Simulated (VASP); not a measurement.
GaGe, 2 atoms in the cell. Symmetry: I-4m2, No. 119, tetragonal system. Conventional cell: a = 4.098 Å, b = 4.098 Å, c = 6.665 Å, α = 90.00°, β = 90.00°, γ = 90.00°. Within 3.5 Å of Ga (site symmetry -4m2) lie 4 Ge at 2.64 Å. Within 3.5 Å of Ge (site symmetry -4m2) lie 4 Ga at 2.64 Å.  This cell differs from its parent crystal: strain +0.1500 x Voigt [1, 0, 0, 0, 0, 0].

- Program: VASP 6.6.1
- Task: single point
- Functional: LDA
- Potentials or basis: VASP PAW LDA potentials, release 64 (Ga_d, Ge_d)
- Cutoff: 520 eV
- k mesh: 14 × 14 × 14
- Occupations: gaussian, width 0.15 eV
- Spin: no spin polarisation
- Dipole correction: no
- Further INCAR settings: ALGO = Normal; EDIFF = 1e-06; NBANDS = 20

Potentials or basis: VASP PAW LDA potentials, release 64 (Ga_d, Ge_d).

Command:

```bash
$ cat potpaw_LDA.64/Ga_d/POTCAR potpaw_LDA.64/Ge_d/POTCAR > POTCAR
$ mpirun -np 1 vasp_std > vasp.out
```

Hardware: 1 thread of Intel Xeon 6975P-C, with other jobs on the host.

How long does it take, and how much memory?

Run time: 3.4 min on 1 thread of Intel Xeon 6975P-C, with other jobs on the host, peak memory 0.38 GiB. Counts: scf iterations 11, k points 244.
